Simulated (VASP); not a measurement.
Input of a VASP 6.6.1 run:

File INCAR:

```
SYSTEM = ZrC
  ALGO = Normal
  EDIFF = 1E-6
  ENCUT = 520
  GGA = PE
  ISIF = 2
  ISMEAR = 0
  LASPH = .True.
  LCHARG = .False.
  LREAL = .False.
  LWAVE = .False.
  NBANDS = 15
  NELM = 80
  PREC = Accurate
  SIGMA = 0.1
```

Contents of KPOINTS:

```
k-points
0
Gamma
  6 6 6
  0 0 0
```

POSCAR

```
ZrC
1.0
    0.0000000000      2.3546315264      2.3546315264
    2.3546315264      0.0000000000      2.3546315264
    2.3546315264      2.3546315264      0.0000000000
Zr C
1 1
Direct
    0.0000000000      0.0000000000      0.0000000000
    0.5000000000      0.5000000000      0.5000000000
```

Potentials or basis: VASP PAW PBE potentials, release 64 (Zr_sv, C).

Run with:

```sh
$ cat potpaw_PBE.64/Zr_sv/POTCAR potpaw_PBE.64/C/POTCAR > POTCAR
$ mpirun -np 1 vasp_std > vasp.out
```

(1) What does it give for the band gap on the k mesh?

(2) Predict the pressure.

## Answers

(1) zero (bands 8 and 9 overlap by 1.20 eV).

(2) 0.3 GPa.

Caveat: the k points lie up to 0.39 Å⁻¹ apart, too coarse for converged energies and pressures of a metal.
